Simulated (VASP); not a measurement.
Zr3O2:

```
CELL_PARAMETERS angstrom
3.88451 0.00000 0.00000
-1.94226 3.36409 0.00000
0.00000 0.00000 4.69019
ATOMIC_POSITIONS crystal
Zr 0.00000 0.00000 0.00000
Zr 0.33333 0.66667 0.62500
Zr 0.66667 0.33333 0.37500
O 0.33333 0.66667 0.13800
O 0.66667 0.33333 0.86200
```

* Program: VASP 6.6.1
* Task: relaxation of cell and atoms
* Functional: PBE
* Potentials or basis: VASP PAW PBE potentials, release 64 (Zr_sv, O)
* Cutoff: 600 eV
* k mesh: 6 × 6 × 4
* Occupations: gaussian, width 0.1 eV
* Spin: no spin polarisation

At the start: pressure 32.3 GPa; volume 12.26 Å³/atom.

Where does the relaxation end?

Over 48 steps the energy falls by 521.9 meV/atom and the volume is 16.28 Å³/atom (+32.8 %); space group P-3m1 (No. 164, to 0.1 Å) before, P6/mmm (No. 191, to 0.1 Å).

Step by step:
| step | energy change (eV) | largest force (eV/Å) | pressure (GPa) | volume (Å³) |
| --- | --- | --- | --- | --- |
| 1 | 0.0000 | 3.5794 | 32.30 | 61.29 |
| 3 | -1.4671 | 1.1219 | -4.24 | 74.06 |
| 5 | -1.6145 | 0.3521 | 0.72 | 71.85 |
| 7 | -1.6377 | 0.2329 | 0.03 | 72.26 |
| 9 | -1.7219 | 1.2836 | 0.67 | 75.54 |
| 11 | -1.7388 | 0.6972 | -0.67 | 74.81 |
| 13 | -1.7436 | 0.8523 | -0.35 | 75.06 |
| 15 | -1.7619 | 1.1083 | 0.69 | 75.49 |
| 17 | -1.8193 | 0.8806 | 0.62 | 75.92 |
| 19 | -1.8051 | 1.8683 | 3.20 | 77.72 |
| 21 | -1.9073 | 0.7520 | 0.47 | 77.42 |
| 23 | -2.0112 | 0.4977 | -4.93 | 83.01 |
| 25 | -2.0936 | 0.4625 | -2.64 | 82.73 |
| 27 | -2.1635 | 0.5902 | 1.66 | 82.32 |
| 29 | -2.3284 | 0.5475 | 3.25 | 82.83 |
| 31 | -2.5205 | 0.2057 | -4.63 | 84.97 |
| 33 | -2.5979 | 0.1016 | -1.41 | 81.63 |
| 35 | -2.6050 | 0.0826 | 0.72 | 80.79 |
| 37 | -2.6060 | 0.0582 | 0.26 | 81.04 |
| 39 | -2.6064 | 0.0880 | -0.16 | 81.45 |
| 41 | -2.6067 | 0.0538 | -0.03 | 81.35 |
| 43 | -2.6071 | 0.1419 | -0.22 | 81.59 |
| 45 | -2.6075 | 0.0958 | -0.16 | 81.49 |
| 47 | -2.6086 | 0.0709 | -0.13 | 81.46 |
| 48 | -2.6096 | 0.0399 | -0.07 | 81.41 |

Final structure:
```
CELL_PARAMETERS angstrom
4.78674 0.00000 0.00000
-2.39337 4.14544 0.00000
0.00000 0.00000 4.10250
ATOMIC_POSITIONS crystal
Zr 0.00000 0.00000 0.00000
Zr 0.33333 0.66667 0.50398
Zr 0.66667 0.33333 0.49602
O 0.33333 0.66667 0.00346
O 0.66667 0.33333 0.99654
```

Caveat: the volume moved by over 15 % at a fixed basis, so the end points are rough.
